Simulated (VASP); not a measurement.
# BN in VASP: a series of runs

BN is run at these levels: PBE, r2SCAN; tasks: single point.

All numbers are computed with VASP 6.6.1; they aren't measurements. Logs are shortened: lines on timing, memory, paths and dates and some standing lists are left out, and cuts for length are marked.

### 1 The cell of the first run

The structure is orthorhombic, space group Imm2 (No. 44). The conventional cell has a = 2.541 Å, b = 2.564 Å, c = 3.610 Å, α = 90.00°, β = 90.00°, γ = 90.00°. Within 2.1 Å of B (site symmetry mm2) lie 4 N at 1.56 to 1.57 Å. Within 2.1 Å of N (site symmetry mm2) lie 4 B at 1.56 to 1.57 Å.

### 2 Single point, PBE (shear xy strain +0.9%)

File INCAR:

```
PREC = Accurate
ENCUT = 520
EDIFF = 1E-6
ISMEAR = -1
SIGMA = 0.02
LREAL = False
LASPH = True
NELM = 80
ALGO = Normal
ISIF = 2
LWAVE = False
LCHARG = True
GGA = PE
LELF = True
LVHAR = True
NBANDS = 11
```

File KPOINTS:

```
Automatic mesh
0
Gamma
  12 12 12
```

File POSCAR:

```
BN
1.0
    0.0080314733      1.8048254535      1.8048254535
    1.8048254535      0.0080314733      1.8048254535
    1.8128569268      1.8128569268      0.0000000000
B N
1 1
Direct
    0.0000142472      0.0000142472     -0.0000142472
    0.2499857528      0.2499857528      0.2500142472
```

Potentials or basis: VASP PAW PBE potentials, release 64 (B, N).

On the command line:

```
> cat potpaw_PBE.64/B/POTCAR potpaw_PBE.64/N/POTCAR > POTCAR
> mpirun -np 1 vasp_std > vasp.out
```

OUTCAR:

```text
PREC = Accurate
   ENCUT = 520
   EDIFF = 1E-6
   ISMEAR = -1
   LREAL = False
   LASPH = True
   NELM = 80
   ISIF = 2
   GGA = PE

 ion  position               nearest neighbor table
   1  0.000  0.000  1.000-   2 1.56   2 1.56   2 1.57   2 1.57
   2  0.250  0.250  0.250-   1 1.56   1 1.56   1 1.57   1 1.57

  LATTYP: Found a body centered orthorhombic cell.
 ALAT       =     2.5410504156
 B/A-ratio  =     1.0089397821
 C/A-ratio  =     1.4205349429

  Lattice vectors:

 A1 = (   1.8048254535,   0.0080314733,  -1.8048254535)
 A2 = (  -1.8048254535,  -0.0080314733,  -1.8048254535)
 A3 = (   0.0080314733,   1.8048254535,   1.8048254535)

Analysis of symmetry for initial positions (statically):
=====================================================================
 Subroutine PRICEL returns:
 Original cell was already a primitive cell.

 Routine SETGRP: Setting up the symmetry group for a
 body centered orthorhombic supercell.

 Subroutine GETGRP returns: Found  4 space group operations
 (whereof  4 operations were pure point group operations)
 out of a pool of  8 trial point group operations.

The static configuration has the point symmetry C_2v.

Analysis of symmetry for dynamics (positions and initial velocities):
=====================================================================
 Subroutine PRICEL returns:
 Original cell was already a primitive cell.

 Routine SETGRP: Setting up the symmetry group for a
 body centered orthorhombic supercell.

 Subroutine GETGRP returns: Found  4 space group operations
 (whereof  4 operations were pure point group operations)
 out of a pool of  8 trial point group operations.

The dynamic configuration has the point symmetry C_2v.

 Subroutine INISYM returns: Found  4 space group operations
 (whereof  4 operations are pure point group operations),
 and found     1 'primitive' translations

----------------------------------------------------------------------------------------

                                     Primitive cell

  volume of cell :      11.7578

  direct lattice vectors                    reciprocal lattice vectors
     0.008031473  1.804825453  1.804825453    -0.278273417  0.278273417  0.277035100
     1.804825453  0.008031473  1.804825453     0.278273417 -0.278273417  0.277035100
     1.812856927  1.812856927  0.000000000     0.275807755  0.275807755 -0.277035100

  length of vectors
     2.552421270  2.552421270  2.563766853     0.481269816  0.481269816  0.478422703

  position of ions in fractional coordinates (direct lattice)
     0.000014247  0.000014247  0.999985753
     0.249985753  0.249985753  0.250014247

  ion indices of the primitive-cell ions
   primitive index   ion index
                 1           1
                 2           2

----------------------------------------------------------------------------------------

 KPOINTS: Automatic mesh

Automatic generation of k-mesh.
 Grid dimensions read from file:
 generate k-points for:   12   12   12

 Generating k-lattice:

  Cartesian coordinates                     Fractional coordinates (reciprocal lattice)
    -0.023189451  0.023189451  0.023086258     0.083333333  0.000000000  0.000000000
     0.023189451 -0.023189451  0.023086258     0.000000000  0.083333333  0.000000000
     0.022983980  0.022983980 -0.023086258     0.000000000  0.000000000  0.083333333

  Length of vectors
     0.040105818  0.040105818  0.039868559

  Shift w.r.t. Gamma in fractional coordinates (k-lattice)
     0.000000000  0.000000000  0.000000000

 Subroutine IBZKPT returns following result:
 ===========================================

 Found    280 irreducible k-points:

 Following reciprocal coordinates:
            Coordinates               Weight
  0.000000  0.000000  0.000000      1.000000
  0.083333 -0.000000  0.000000      4.000000
  0.166667 -0.000000  0.000000      4.000000
  0.250000 -0.000000  0.000000      4.000000
  0.333333  0.000000  0.000000      4.000000
  0.416667 -0.000000  0.000000      4.000000
[... 16 lines left out ...]
  0.500000  0.166667  0.000000      4.000000
 -0.416667  0.166667  0.000000      4.000000
 [... further k-points ...]
   k-points           NKPTS =    280   k-points in BZ     NKDIM =    280   number of bands    NBANDS=     11
   number of dos      NEDOS =    301   number of ions     NIONS =      2
   total plane-waves  NPLWV =   8000
   dimension x,y,z NGX =    20 NGY =   20 NGZ =   20
   dimension x,y,z NGXF=    40 NGYF=   40 NGZF=   40
   ions per type =               1   1
   NGX,Y,Z   is equivalent  to a cutoff of  13.03, 13.03, 12.97 a.u.
   NGXF,Y,Z  is equivalent  to a cutoff of  26.05, 26.05, 25.94 a.u.
 SYSTEM =  unknown system
   PREC   = accura    normal or accurate (medium, high low for compatibility)
   ISTART =      0    job   : 0-new  1-cont  2-samecut
   ICHARG =      2    charge: 1-file 2-atom 10-const
   ISPIN  =      1    spin polarized calculation?
   LNONCOLLINEAR =      F non collinear calculations
   LSORBIT =      F    spin-orbit coupling
   LASPH  =      T    aspherical Exc in radial PAW
   ENCUT  =  520.0 eV  38.22 Ry    6.18 a.u.   4.75  4.75  4.77*2*pi/ulx,y,z
   NELM   =     80;   NELMIN=  2; NELMDL= -5     # of ELM steps
   EDIFF  = 0.1E-05   stopping-criterion for ELM
   LREAL  =      F    real-space projection
   EDIFFG = 0.1E-04   stopping-criterion for IOM
   NSW    =      0    number of steps for IOM
   IBRION =     -1    ionic relax: 0-MD 1-quasi-New 2-CG
   NFREE  =      0    steps in history (QN), initial steepest desc. (CG)
   ISIF   =      2    stress and relaxation
   ISYM   =      2    0-nonsym 1-usesym 2-fastsym
   POTIM  = 0.5000    time-step for ionic-motion
   TEBEG  =    0.0;   TEEND  =   0.0 temperature during run
   PSTRESS=    0.0 pullay stress
   NELECT =       8.0000    total number of electrons
   NUPDOWN=      -1.0000    fix difference up-down
   EMIN   =  10.00;   EMAX   =-10.00  energy-range for DOS
   EFERMI =   0.00;   METHOD = LEGACY
   ISMEAR =    -1;   SIGMA  =   0.02  broadening in eV -4-tet -1-fermi 0-gaus
   EFERMI_NEDOS =   21; number of points for ismear=-14 and -15
   IALGO  =     38    algorithm
   IMIX   =      4    mixing-type and parameters
     AMIX     =   0.40;   BMIX     =  1.00
     AMIX_MAG =   1.60;   BMIX_MAG =  1.00
  volume/ion in A,a.u.               =       5.88        39.67
  Fermi-wavevector in a.u.,A,eV,Ry     =   1.439889  2.720997 28.208710  2.073282
  Thomas-Fermi vector in A             =   2.558695
   LORBIT       =      0    0 simple, 1 ext, 2 COOP (PROOUT), +10 PAW based schemes
   GGA     = PE    functional components
   LHFCALC =     F    Hartree Fock is set to
   AEXX    =    0.0000 exact exchange contribution
   IVDW    =     0    specifies the selected vdW correction
   LEPSILON=     F    determine dielectric tensor
   LRPA    =     F    only Hartree local field effects (RPA)
 non-spin polarized calculation
  energy-cutoff  :      520.00
  volume of cell :       11.76
 maximum number of plane-waves:       332
   NGX =  9   NGY =  9   NGZ =  9

 number of electron       7.9999999 magnetization

 Free energy of the ion-electron system (eV)
  ---------------------------------------------------
  ext. energy  EPLUGINS =         0.00000000
  ---------------------------------------------------
  free energy    TOTEN  =       -17.44700501 eV

  energy without entropy =      -17.44700501  energy(sigma->0) =      -17.44700501

 E-fermi :   7.9412     XC(G=0): -12.8441

 val. band max:        7.4765296361   @ k =   0.0000   0.0000   0.0000
 cond. band min:      11.9171603754   @ k =   0.5000   0.5000   0.0000
 fundamental gap:      4.4406307393
 Fermi energy:         7.9411888436

 k-point     1 :       0.0000    0.0000    0.0000
  band No.  band energies     occupation
      1     -12.8238      2.00000
      2       7.4399      2.00000
      3       7.4570      2.00000
      4       7.4765      2.00000
      5      16.1806      0.00000
      6      16.2788      0.00000
      7      16.4188      0.00000
      8      17.9014      0.00000
      9      32.2941      0.00000
     10      35.2806      0.00000
     11      35.2831      0.00000

 k-point     2 :       0.0833   -0.0000    0.0000
  band No.  band energies     occupation
      1     -12.6529      2.00000
      2       6.5660      2.00000
      3       7.2559      2.00000
      4       7.2774      2.00000
      5      16.4616      0.00000
      6      16.4713      0.00000
      7      16.6640      0.00000
      8      18.4989      0.00000
      9      32.0716      0.00000
     10      32.9894      0.00000
     11      33.0771      0.00000

 k-point     3 :       0.1667   -0.0000    0.0000
  band No.  band energies     occupation
      1     -12.1468      2.00000
      2       4.4721      2.00000
      3       6.8098      2.00000
      4       6.8249      2.00000
      5      16.7743      0.00000
      6      17.1134      0.00000
      7      17.2788      0.00000
      8      19.8390      0.00000
      9      31.3950      0.00000
     10      31.4428      0.00000
     11      31.5705      0.00000

 k-point     4 :       0.2500   -0.0000    0.0000
  band No.  band energies     occupation
      1     -11.3287      2.00000
      2       1.9992      2.00000
      3       6.2970      2.00000
      4       6.3035      2.00000
      5      17.0717      0.00000
      6      17.7331      0.00000
      7      17.8821      0.00000
      8      21.1505      0.00000
      9      30.9076      0.00000
     10      30.9692      0.00000
     11      31.1615      0.00000
[... 239 lines left out ...]
 k-point    22 :       0.4167    0.1667    0.0000
  band No.  band energies     occupation
      1      -9.3671      2.00000
      2      -0.6979      2.00000
      3       4.2883      2.00000
      4       4.4337      2.00000
      5      15.9149      0.00000
      6      19.9314      0.00000
      7      20.3222      0.00000
      8      21.3921      0.00000
      9      27.9280      0.00000
     10      33.7621      0.00000
     11      35.8255      0.00000

 k-point    23 :       0.5000    0.1667    0.0000
  band No.  band energies     occupation
      1      -8.3801      2.00000
      2      -2.2794      2.00000
      3       3.7000      2.00000
      4       4.5134      2.00000
      5      16.2553      0.00000
      6      19.8457      0.00000
      7      20.0647      0.00000
      8      22.7129      0.00000
      9      28.3122      0.00000
     10      33.9663      0.00000
     11      35.0317      0.00000

 k-point    24 :      -0.4167    0.1667    0.0000
  band No.  band energies     occupation
      1      -8.1801      2.00000
      2      -2.5696      2.00000
      3       3.3027      2.00000
      4       4.8388      2.00000
      5      16.7097      0.00000
      6      19.6557      0.00000
      7      19.6844      0.00000
      8      23.2797      0.00000
      9      28.6276      0.00000
     10      32.7461      0.00000
     11      34.2788      0.00000

 [... further k-points ...]

------------------------ aborting loop because EDIFF is reached ----------------------------------------

  FORCE on cell =-STRESS in cart. coord.  units (eV):
  Direction    XX          YY          ZZ          XY          YZ          ZX
  --------------------------------------------------------------------------------------
  -------------------------------------------------------------------------------------
  Total        0.3724491      0.3724491      0.3696044     -0.3007169      0.0000000      0.0000000
  in kB       50.7516886     50.7516886     50.3640556    -40.9771132      0.0000000      0.0000000
  external PRESSURE =      50.6224776 kB  Pullay stress =       0.0000000 kB

 VOLUME and BASIS-vectors are now :
 -----------------------------------------------------------------------------
  energy-cutoff  :      520.00
  volume of cell :       11.76
      direct lattice vectors                 reciprocal lattice vectors
     0.008031473  1.804825453  1.804825453    -0.278273417  0.278273417  0.277035100
     1.804825453  0.008031473  1.804825453     0.278273417 -0.278273417  0.277035100
     1.812856927  1.812856927  0.000000000     0.275807755  0.275807755 -0.277035100

 POSITION                                       TOTAL-FORCE (eV/Angst)
 -----------------------------------------------------------------------------------
      1.81286      1.81286      0.00005        -0.000000     -0.000000      0.016280
      0.90643      0.90643      0.90236         0.000000      0.000000     -0.016280
 -----------------------------------------------------------------------------------
    total drift:                                0.000000      0.000000      0.000004

  FREE ENERGIE OF THE ION-ELECTRON SYSTEM (eV)
  ---------------------------------------------------
  free  energy   TOTEN  =       -17.4470050068 eV

  energy  without entropy=      -17.4470050068  energy(sigma->0) =      -17.44700501
```

It took 43 s on 1 thread of Intel Xeon 6975P-C, shared host; peak memory 0.15 GiB.

What came out:

* Free energy: -17.4470 eV
* Pressure: 5.1 GPa
* Largest force: 0.016 eV/Å
* Band gap on the k mesh: 4.44 eV, indirect (least direct gap 8.70 eV)

Forces in eV/Å, atoms in the order of the input:
```
B    0.000  0.000  0.016
N    0.000  0.000 -0.016
```

Levels at points of the mesh, in eV from the valence-band top:
```
           k point  band 1  band 2  band 3  band 4  band 5  band 6  band 7  band 8
(0.00, 0.00, 0.00)  -20.30   -0.04   -0.02    0.00    8.70    8.80    8.94   10.42
(0.50, 0.00, 0.00)  -16.02  -10.74   -2.01   -2.00   10.09   10.62   10.75   15.30
(0.50, 0.50, 0.00)  -14.69   -8.96   -5.03   -4.86    4.44    9.25   17.96   17.98
(0.00, 0.00, 0.50)  -16.10  -10.76   -1.94   -1.93   10.25   10.70   10.81   15.27
(0.50, 0.00, 0.50)  -14.69   -8.96   -4.94   -4.94    4.45    9.24   17.96   17.97
```

Caveat: the cell differs from its parent crystal (shear xy strain +0.9%). A k mesh can miss the band edges.

### 3 Single point, r2SCAN (strain along [111] -1.4%)

File POSCAR:

```
BN
1.0
   -0.0162434291      1.7885820244      1.7885820244
    1.7885820244     -0.0162434291      1.7885820244
    1.7885820244      1.7885820244     -0.0162434291
B N
1 1
Direct
   -0.0000993362     -0.0000993362     -0.0000993362
    0.2500993362      0.2500993362      0.2500993362
```

File INCAR.step1:

```
SYSTEM = BN
ALGO = Normal
EDIFF = 1E-4
ENCUT = 520
GGA = PE
ISMEAR = 0
LASPH = .TRUE.
LCHARG = .FALSE.
LREAL = .FALSE.
LWAVE = .TRUE.
NBANDS = 11
NELM = 100
PREC = Accurate
SIGMA = 0.01
```

File INCAR.step2:

```
SYSTEM = BN
ALGO = Normal
EDIFF = 1E-6
ENCUT = 520
ISIF = 2
ISMEAR = 0
ISTART = 1
LASPH = .TRUE.
LCHARG = .FALSE.
LMIXTAU = .TRUE.
LREAL = .FALSE.
LWAVE = .FALSE.
METAGGA = R2SCAN
NBANDS = 11
NELM = 100
PREC = Accurate
SIGMA = 0.01
```

File KPOINTS:

```
k-points
0
G
  12 12 12
  0 0 0
```

Potentials or basis: VASP PAW PBE potentials, release 64 (B, N).

On the command line:

```
> cat potpaw_PBE.64/B/POTCAR potpaw_PBE.64/N/POTCAR > POTCAR
> cp INCAR.step1 INCAR
> mpirun -np 1 vasp_std > vasp.out
> cp INCAR.step2 INCAR
> mpirun -np 1 vasp_std > vasp.out
```

Wall time 2 min (1 thread of Intel Xeon 6975P-C, shared host); peak memory 0.14 GiB.

The run converged. Its results:

* Free energy: -19.1630 eV
* Pressure: 6.7 GPa
* Largest force: 0.003 eV/Å
* Band gap on the k mesh: 4.94 eV, indirect (least direct gap 9.45 eV)

Forces in eV/Å, atoms in the order of the input:
```
B   -0.002 -0.002 -0.002
N    0.002  0.002  0.002
```

Stress tensor (GPa, compression positive):
```
6.70 4.42 4.42
4.42 6.70 4.42
4.42 4.42 6.70
```

Levels at points of the mesh, in eV from the valence-band top:
| k point | band 1 | band 2 | band 3 | band 4 | band 5 | band 6 | band 7 | band 8 |
| --- | --- | --- | --- | --- | --- | --- | --- | --- |
| (0.00, 0.00, 0.00) | -21.55 | -0.07 | -0.07 | 0.00 | 9.45 | 9.45 | 9.74 | 11.40 |
| (0.50, 0.00, 0.00) | -17.21 | -11.31 | -2.06 | -2.06 | 11.03 | 11.44 | 11.72 | 16.55 |
| (0.50, 0.50, 0.00) | -15.72 | -9.49 | -5.33 | -5.14 | 4.94 | 9.88 | 19.48 | 19.50 |
| (0.50, 0.50, 0.50) | -17.04 | -11.26 | -2.21 | -2.21 | 10.72 | 11.41 | 11.41 | 16.56 |

Caveat: the cell differs from its parent crystal (strain along [111] -1.4%); the PAW data sets were made with another functional, which shifts forces and pressure a little.

(Continued in part 2 of 2.)
